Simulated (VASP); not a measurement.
The system is AlNi.

```
Al Ni
1.0
     0.00000    2.31278    2.31278
     2.31278    0.00000    2.31278
     2.31278    2.31278    0.00000
Al Ni
1 1
Direct
  0.00000 0.00000 0.00000
  0.75000 0.75000 0.75000
```

```yaml
Program: VASP 6.6.1
Task: relaxation of cell and atoms
Functional: r2SCAN
Potentials_or_basis: VASP PAW PBE potentials, release 64 (Al, Ni)
Cutoff: 600 eV
k_mesh: 6 × 6 × 6
Occupations: gaussian, width 0.1 eV
Spin: no spin polarisation
```

At the start: pressure 67.0 GPa; volume 12.37 Å³/atom.

Task: Where does the relaxation end?

Result: Over 4 steps the energy falls by 939.9 meV/atom and the volume is 18.76 Å³/atom (+51.6 %); space group F-43m (No. 216, to 0.1 Å) before and after.

Step by step:
```csv
step,energy change (eV),largest force (eV/Å),pressure (GPa),volume (Å³)
1,0.0000,0.0000,67.05,24.74
2,-1.4250,0.0000,-10.72,48.30
3,-1.8797,0.0000,0.35,37.23
4,-1.8798,0.0000,-0.21,37.51
```

Final structure:
```xyz
2
Lattice="0.0000 2.6569 2.6569 2.6569 0.0000 2.6569 2.6569 2.6569 0.0000" Properties=species:S:1:pos:R:3 pbc="T T T"
Al    5.3138    5.3138    5.3138
Ni    3.9854    3.9854    3.9854
```

Caveat: the k points lie up to 0.34 Å⁻¹ apart in the final cell, too coarse for converged energies and pressures of a metal; the volume moved by over 15 % at a fixed basis, so the end points are rough; the PAW data sets were made with another functional, which shifts forces and pressure a little.
